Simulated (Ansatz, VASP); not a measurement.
## Si2GeP3: VASP beside Ansatz

```xyz
6
Lattice="3.2075 0.0000 0.0000 0.0000 3.2075 0.0000 0.0000 0.0000 9.1091" Properties=species:S:1:pos:R:3 pbc="T T T"
Si    1.6037    1.6037    2.9353
Si    1.6037    1.6037    6.1739
Ge    1.6037    1.6037    0.0000
P     0.0000    0.0000    7.2317
P     0.0000    0.0000    1.8775
P     0.0000    0.0000    4.5546
```

Change from the starting cell: species swapped into the Li3Tl2Cd type (P4/mmm, No. 123).

Alike in both runs: task relaxation of cell and atoms; functional PBE; k mesh 12 × 12 × 4; occupations gaussian, width 0.1 eV; no spin polarisation.

```csv
,VASP,Ansatz
version,VASP 6.6.1,Ansatz 0.2.0
potentials or method,"VASP PAW PBE potentials, release 64 (Si, Ge_d, P), cutoff 600 eV","scalar-relativistic, plane waves, PAW"
valence electrons in the cell,37,37
```

```tsv
	VASP	Ansatz	Ansatz less VASP
gap on the k mesh at the Fermi level, each at its own relaxed structure (eV)	none	none	-
relaxed volume (Å³/atom)	15.56	15.57	+0.009
relaxed cell length with the largest relative difference (Å)	3.183	3.184	+0.0011
```

A gap of «none» marks a metal or a gap that the smearing closes.

Noted on VASP's run: too few bands were computed for a metal, which touches its energy and stress.
